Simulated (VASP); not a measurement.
Wanted: the native input for a VASP 6.6.1 run.

```yaml
Task: single point
Functional: BHLYP
Potentials_or_basis: VASP PAW PBE potentials, release 64 (Al, N)
Cutoff: 520 eV
k_mesh: 5 × 5 × 5
Occupations: fermi-dirac, width 0.05 eV
Spin: no spin polarisation
Dipole_correction: no
Grid_for_exact_exchange_PRECFOCK: Normal
Further_INCAR_settings: ALGO = Normal; EDIFF = 1e-07; NBANDS = 11
Share_of_exact_exchange: 0.5
```

The system is AlN.

```xyz
2
Lattice="0.0000 2.1545 2.1545 2.1545 0.0000 2.1545 2.1545 2.1545 0.0000" Properties=species:S:1:pos:R:3 pbc="T T T"
Al    0.0000    0.0000    0.0000
N     1.0772    1.0772    1.0772
```

One way to write it, as run:

POSCAR

```
AlN
1.0
    0.0000000000      2.1544765148      2.1544765148
    2.1544765148      0.0000000000      2.1544765148
    2.1544765148      2.1544765148      0.0000000000
Al N
1 1
Direct
    0.0000000000      0.0000000000      0.0000000000
    0.2500000000      0.2500000000      0.2500000000
```

INCAR.step1

```
SYSTEM = AlN
ALGO = Normal
EDIFF = 1E-5
ENCUT = 520
GGA = PE
ISIF = 2
ISMEAR = -1
LASPH = .TRUE.
LREAL = .FALSE.
LWAVE = .TRUE.
NBANDS = 11
NELM = 80
PREC = Accurate
SIGMA = 0.05
```

INCAR.step2

```
SYSTEM = AlN
AEXX = 0.5
AGGAC = 1.0
AGGAX = 0.5
ALDAC = 0.0
ALDAX = 0.5
ALGO = Normal
EDIFF = 1E-7
ENCUT = 520
GGA = B5
ISIF = 2
ISMEAR = -1
ISTART = 1
LASPH = .TRUE.
LCHARG = .TRUE.
LELF = .TRUE.
LHFCALC = .TRUE.
LREAL = .FALSE.
LVHAR = .TRUE.
LWAVE = .FALSE.
NBANDS = 11
NELM = 80
PREC = Accurate
PRECFOCK = Normal
SIGMA = 0.05
```

KPOINTS

```
k-points
0
G
  5 5 5
  0 0 0
```

Potentials or basis: VASP PAW PBE potentials, release 64 (Al, N).

Launch:

```sh
$ cat potpaw_PBE.64/Al/POTCAR potpaw_PBE.64/N/POTCAR > POTCAR
$ cp INCAR.step1 INCAR
$ mpirun -np 1 vasp_std > vasp.out
$ cp INCAR.step2 INCAR
$ mpirun -np 1 vasp_std > vasp.out
```

It gave:

```json
{
  "Pressure": "7.1 GPa",
  "Band gap on the k mesh": "8.52 eV (least direct gap 9.28 eV)"
}
```

Caveat: the k points lie up to 0.51 Å⁻¹ apart; the PAW data sets were made with another functional, which shifts forces and pressure a little; an odd mesh through Γ misses points on the zone boundary, where band edges can lie.

It took 3.8 min on 1 thread of Intel(R) Xeon(R) Platinum 8375C CPU @ 2.90GHz (Ice Lake) (shared host), peak memory 0.13 GiB.
